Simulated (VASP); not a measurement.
# Ge (Fm-3m) in VASP: further runs, part 2 of 2

VASP 6.6.1. The steps go on from the part before.

## 4. Single point, PBE

File INCAR:

```
SYSTEM = Ge
ALGO = Normal
EDIFF = 1E-6
ENCUT = 500
GGA = PE
GGA_COMPAT = .False.
ISIF = 2
ISMEAR = -4
LASPH = .True.
LCHARG = .False.
LREAL = .False.
LWAVE = .False.
NBANDS = 13
NELM = 120
PREC = Accurate
SIGMA = 0.1
```

File KPOINTS:

```
k-points
0
Gamma
  4 4 4
  0 0 0
```

File POSCAR:

```
Ge
1.0
    0.0000000000      2.0983605250      2.0983605250
    2.0983605250      0.0000000000      2.0983605250
    2.0983605250      2.0983605250      0.0000000000
Ge
1
Direct
    0.0000000000      0.0000000000      0.0000000000
```

Potentials or basis: VASP PAW PBE potentials, release 64 (Ge_d).

Launch:

```sh
$ cat potpaw_PBE.64/Ge_d/POTCAR > POTCAR
$ mpirun -np 1 vasp_std > vasp.out
```

OUTCAR:

```text
SYSTEM = Ge
   EDIFF = 1E-6
   ENCUT = 500
   GGA = PE
   ISIF = 2
   ISMEAR = -4
   LASPH = .True.
   LREAL = .False.
   NELM = 120
   PREC = Accurate

 ion  position               nearest neighbor table
   1  0.000  0.000  0.000-

  LATTYP: Found a face centered cubic cell.
 ALAT       =     4.1967210500

  Lattice vectors:

 A1 = (   0.0000000000,   2.0983605250,   2.0983605250)
 A2 = (   2.0983605250,   0.0000000000,   2.0983605250)
 A3 = (   2.0983605250,   2.0983605250,   0.0000000000)

Analysis of symmetry for initial positions (statically):
=====================================================================
 Subroutine PRICEL returns:
 Original cell was already a primitive cell.

 Routine SETGRP: Setting up the symmetry group for a
 face centered cubic supercell.

 Subroutine GETGRP returns: Found 48 space group operations
[... 9 lines left out ...]

 Routine SETGRP: Setting up the symmetry group for a
 face centered cubic supercell.

 Subroutine GETGRP returns: Found 48 space group operations
[... 11 lines left out ...]
                                     Primitive cell

  volume of cell :      18.4787

  direct lattice vectors                    reciprocal lattice vectors
     0.000000000  2.098360525  2.098360525    -0.238281265  0.238281265  0.238281265
     2.098360525  0.000000000  2.098360525     0.238281265 -0.238281265  0.238281265
     2.098360525  2.098360525  0.000000000     0.238281265  0.238281265 -0.238281265

  length of vectors
     2.967529913  2.967529913  2.967529913     0.412715257  0.412715257  0.412715257

  position of ions in fractional coordinates (direct lattice)
     0.000000000  0.000000000  0.000000000

  ion indices of the primitive-cell ions
   primitive index   ion index
                 1           1

----------------------------------------------------------------------------------------

 KPOINTS: k-points

Automatic generation of k-mesh.
 Grid dimensions read from file:
 generate k-points for:    4    4    4

 Generating k-lattice:

  Cartesian coordinates                     Fractional coordinates (reciprocal lattice)
    -0.059570316  0.059570316  0.059570316     0.250000000  0.000000000  0.000000000
     0.059570316 -0.059570316  0.059570316     0.000000000  0.250000000  0.000000000
     0.059570316  0.059570316 -0.059570316     0.000000000  0.000000000  0.250000000

  Length of vectors
     0.103178814  0.103178814  0.103178814

  Shift w.r.t. Gamma in fractional coordinates (k-lattice)
     0.000000000  0.000000000  0.000000000

 TETIRR: Found      9 inequivalent tetrahedra from      384

 Subroutine IBZKPT returns following result:
 ===========================================

 Found      8 irreducible k-points:

 Following reciprocal coordinates:
            Coordinates               Weight
  0.000000  0.000000  0.000000      1.000000
  0.250000  0.000000  0.000000      8.000000
  0.500000  0.000000  0.000000      4.000000
  0.250000  0.250000  0.000000      6.000000
  0.500000  0.250000  0.000000     24.000000
 -0.250000  0.250000  0.000000     12.000000
  0.500000  0.500000  0.000000      3.000000
 -0.250000  0.500000  0.250000      6.000000
   k-points           NKPTS =      8   k-points in BZ     NKDIM =      8   number of bands    NBANDS=     13
   number of dos      NEDOS =    301   number of ions     NIONS =      1
   total plane-waves  NPLWV =  13824
   dimension x,y,z NGX =    24 NGY =   24 NGZ =   24
   dimension x,y,z NGXF=    48 NGYF=   48 NGZF=   48
   ions per type =               1
   NGX,Y,Z   is equivalent  to a cutoff of  13.45, 13.45, 13.45 a.u.
   NGXF,Y,Z  is equivalent  to a cutoff of  26.89, 26.89, 26.89 a.u.
 SYSTEM =  Ge
   PREC   = accura    normal or accurate (medium, high low for compatibility)
   ISTART =      0    job   : 0-new  1-cont  2-samecut
   ICHARG =      2    charge: 1-file 2-atom 10-const
   ISPIN  =      1    spin polarized calculation?
   LNONCOLLINEAR =      F non collinear calculations
   LSORBIT =      F    spin-orbit coupling
   LASPH  =      T    aspherical Exc in radial PAW
   ENCUT  =  500.0 eV  36.75 Ry    6.06 a.u.   5.41  5.41  5.41*2*pi/ulx,y,z
   NELM   =    120;   NELMIN=  2; NELMDL= -5     # of ELM steps
   EDIFF  = 0.1E-05   stopping-criterion for ELM
   LREAL  =      F    real-space projection
   EDIFFG = 0.1E-04   stopping-criterion for IOM
   NSW    =      0    number of steps for IOM
   IBRION =     -1    ionic relax: 0-MD 1-quasi-New 2-CG
   NFREE  =      0    steps in history (QN), initial steepest desc. (CG)
   ISIF   =      2    stress and relaxation
   ISYM   =      2    0-nonsym 1-usesym 2-fastsym
   POTIM  = 0.5000    time-step for ionic-motion
   TEBEG  =    0.0;   TEEND  =   0.0 temperature during run
   PSTRESS=    0.0 pullay stress
   NELECT =      14.0000    total number of electrons
   NUPDOWN=      -1.0000    fix difference up-down
   EMIN   =  10.00;   EMAX   =-10.00  energy-range for DOS
   EFERMI =   0.00;   METHOD = LEGACY
   ISMEAR =    -4;   SIGMA  =   0.10  broadening in eV -4-tet -1-fermi 0-gaus
   EFERMI_NEDOS =   21; number of points for ismear=-14 and -15
   IALGO  =     38    algorithm
   IMIX   =      4    mixing-type and parameters
     AMIX     =   0.40;   BMIX     =  1.00
     AMIX_MAG =   1.60;   BMIX_MAG =  1.00
  volume/ion in A,a.u.               =      18.48       124.70
  Fermi-wavevector in a.u.,A,eV,Ry     =   1.492430  2.820284 30.304914  2.227348
  Thomas-Fermi vector in A             =   2.604959
   LORBIT       =      0    0 simple, 1 ext, 2 COOP (PROOUT), +10 PAW based schemes
   GGA     = PE    functional components
   LHFCALC =     F    Hartree Fock is set to
   AEXX    =    0.0000 exact exchange contribution
   IVDW    =     0    specifies the selected vdW correction
   LEPSILON=     F    determine dielectric tensor
   LRPA    =     F    only Hartree local field effects (RPA)
 non-spin polarized calculation
 Fermi weights with tetrahedron method witout Bloechl corrections
  energy-cutoff  :      500.00
  volume of cell :       18.48
 maximum number of plane-waves:       483
 NGX is ok and might be reduce to    24
   NGX = 11   NGY = 11   NGZ = 11

 number of electron      13.9999991 magnetization

 Free energy of the ion-electron system (eV)
  ---------------------------------------------------
  ext. energy  EPLUGINS =         0.00000000
  ---------------------------------------------------
  free energy    TOTEN  =        -3.19231910 eV

  energy without entropy =       -3.19231910  energy(sigma->0) =       -3.19231910

 E-fermi :   7.4507     XC(G=0): -11.3803

 val. band max:        6.4240924179   @ k =  -0.2500   0.2500   0.0000
 cond. band min:       6.6875922581   @ k =  -0.2500   0.5000   0.2500
 fundamental gap:      0.2634998402
 Fermi energy:         7.4506561896

 k-point     1 :       0.0000    0.0000    0.0000
  band No.  band energies     occupation
      1     -17.5683      2.00000
      2     -17.5683      2.00000
      3     -17.5683      2.00000
      4     -17.5151      2.00000
      5     -17.5151      2.00000
      6      -6.2992      2.00000
      7      16.2662      0.00000
      8      16.2662      0.00000
      9      16.2662      0.00000
     10      21.2636      0.00000
     11      21.2636      0.00000
     12      21.2636      0.00000
     13      22.2149      0.00000

 k-point     2 :       0.2500    0.0000    0.0000
  band No.  band energies     occupation
      1     -17.5693      2.00000
      2     -17.5547      2.00000
      3     -17.5547      2.00000
      4     -17.5014      2.00000
      5     -17.5014      2.00000
      6      -4.7141      2.00000
      7       8.3019      0.70348
      8      14.8617      0.00006
      9      14.8617      0.00000
     10      19.3973      0.00000
     11      21.9006      0.00000
     12      21.9006      0.00000
     13      23.6721      0.00000
[... 65 lines left out ...]
 k-point     7 :       0.5000    0.5000    0.0000
  band No.  band energies     occupation
      1     -17.6313      2.00000
      2     -17.5944      2.00000
      3     -17.4684      2.00000
      4     -17.4512      2.00000
      5     -17.4512      2.00000
      6       1.5302      2.00000
      7       2.6728      1.96577
      8       9.7483      0.21357
      9       9.7483      0.00226
     10      13.5566      0.00000
     11      13.7836      0.00000
     12      35.6454      0.00000
     13      35.6763      0.00000

 k-point     8 :      -0.2500    0.5000    0.2500
  band No.  band energies     occupation
      1     -17.5624      2.00000
      2     -17.5439      2.00000
      3     -17.5439      2.00000
      4     -17.4965      2.00000
      5     -17.4511      2.00000
      6       2.1194      2.00000
      7       4.8934      2.00000
      8       4.8934      1.58089
      9       6.6876      0.02981
     10      20.4601      0.00000
     11      22.5956      0.00000
     12      22.5956      0.00000
     13      24.4175      0.00000

------------------------ aborting loop because EDIFF is reached ----------------------------------------

  FORCE on cell =-STRESS in cart. coord.  units (eV):
  Direction    XX          YY          ZZ          XY          YZ          ZX
  --------------------------------------------------------------------------------------
  -------------------------------------------------------------------------------------
  Total        1.7459772      1.7459772      1.7459772     -0.0000000      0.0000000      0.0000000
  in kB      151.3835975    151.3835975    151.3835975     -0.0000000      0.0000000      0.0000000
  external PRESSURE =     151.3835975 kB  Pullay stress =       0.0000000 kB

 VOLUME and BASIS-vectors are now :
 -----------------------------------------------------------------------------
  energy-cutoff  :      500.00
  volume of cell :       18.48
      direct lattice vectors                 reciprocal lattice vectors
     0.000000000  2.098360525  2.098360525    -0.238281265  0.238281265  0.238281265
     2.098360525  0.000000000  2.098360525     0.238281265 -0.238281265  0.238281265
     2.098360525  2.098360525  0.000000000     0.238281265  0.238281265 -0.238281265

 POSITION                                       TOTAL-FORCE (eV/Angst)
 -----------------------------------------------------------------------------------
      0.00000      0.00000      0.00000        -0.000000     -0.000000      0.000000
 -----------------------------------------------------------------------------------
    total drift:                               -0.000000      0.000000     -0.000000

  FREE ENERGIE OF THE ION-ELECTRON SYSTEM (eV)
  ---------------------------------------------------
  free  energy   TOTEN  =        -3.1923190989 eV

  energy  without entropy=       -3.1923190989  energy(sigma->0) =       -3.19231910
```

OSZICAR:

```text
N       E                     dE             d eps       ncg     rms          rms(c)
DAV:   1     0.651160904300E+02    0.65116E+02   -0.68976E+03   226   0.294E+03
DAV:   2     0.259603531594E+01   -0.62520E+02   -0.59452E+02   208   0.428E+02
DAV:   3    -0.313368751644E+01   -0.57297E+01   -0.56734E+01   253   0.717E+01
DAV:   4    -0.319963309936E+01   -0.65946E-01   -0.65929E-01   223   0.836E+00
DAV:   5    -0.320019203625E+01   -0.55894E-03   -0.55893E-03   253   0.862E-01    0.111E+00
DAV:   6    -0.319500859874E+01    0.51834E-02   -0.25783E-03   258   0.101E+00    0.633E-01
DAV:   7    -0.319237630965E+01    0.26323E-02   -0.22553E-03   253   0.675E-01    0.416E-02
DAV:   8    -0.319231617686E+01    0.60133E-04   -0.19606E-04   263   0.333E-01    0.188E-02
DAV:   9    -0.319231894112E+01   -0.27643E-05   -0.45890E-06   263   0.382E-02    0.438E-03
DAV:  10    -0.319231909886E+01   -0.15775E-06   -0.23875E-07   134   0.109E-02
   1 F= -.31923191E+01 E0= -.31923191E+01  d E =0.000000E+00
```

stdout:

```text
POSCAR found type information on POSCAR Ge
 POSCAR found :  1 types and       1 ions
 scaLAPACK will be used
 LDA part: xc-table for (Slater+PW92), standard interpolation
 POSCAR, INCAR and KPOINTS ok, starting setup
 FFT: planning ... GRIDC
 FFT: planning ... GRID_SOFT
 FFT: planning ... GRID
 WAVECAR not read
 entering main loop
 -----------------------------------------------------------------------------
|                                                                             |
|           W    W    AA    RRRRR   N    N  II  N    N   GGGG   !!!           |
|           W    W   A  A   R    R  NN   N  II  NN   N  G    G  !!!           |
|           W    W  A    A  R    R  N N  N  II  N N  N  G       !!!           |
|           W WW W  AAAAAA  RRRRR   N  N N  II  N  N N  G  GGG   !            |
|           WW  WW  A    A  R   R   N   NN  II  N   NN  G    G                |
|           W    W  A    A  R    R  N    N  II  N    N   GGGG   !!!           |
|                                                                             |
|     Tetrahedron method does not include variations of the Fermi             |
|     occupations, so forces and stress will be inaccurate. We suggest        |
|     using a different smearing scheme ISMEAR = 1 or 2 for metals in         |
|     relaxations.                                                            |
|                                                                             |
 -----------------------------------------------------------------------------
```

Wall time 4 s (1 thread of Intel Xeon 8259CL, shared host); peak memory 0.13 GiB.

Results:

```yaml
Free_energy: -3.1923 eV
Pressure: 15.1 GPa
Band_gap_on_the_k_mesh: zero (band 7 reaches 16.27 eV, above the bottom of band 8 at 4.89 eV)
```

Caveat: the k points lie up to 0.65 Å⁻¹ apart.

## 5. Summary

```tsv
level	potentials or basis	k mesh	smearing	gap on the mesh (eV)	pressure (GPa)
LDA	VASP PAW LDA potentials, release 64 (Ge_d)	3 × 3 × 3	gaussian 0.1 eV	none	-8.7
PBE	VASP PAW PBE potentials, release 64 (Ge_d)	4 × 4 × 4	gaussian 0.1 eV	none	4.4
PBE	VASP PAW PBE potentials, release 64 (Ge_d)	4 × 4 × 4	tetrahedron	none	15.1
```

Alike in all rows: task single point; no spin polarisation; cell as given; cutoff (eV) 500.

Caveats: all runs use coarse meshes.

Absolute energies hang on the potentials; compare differences alone.
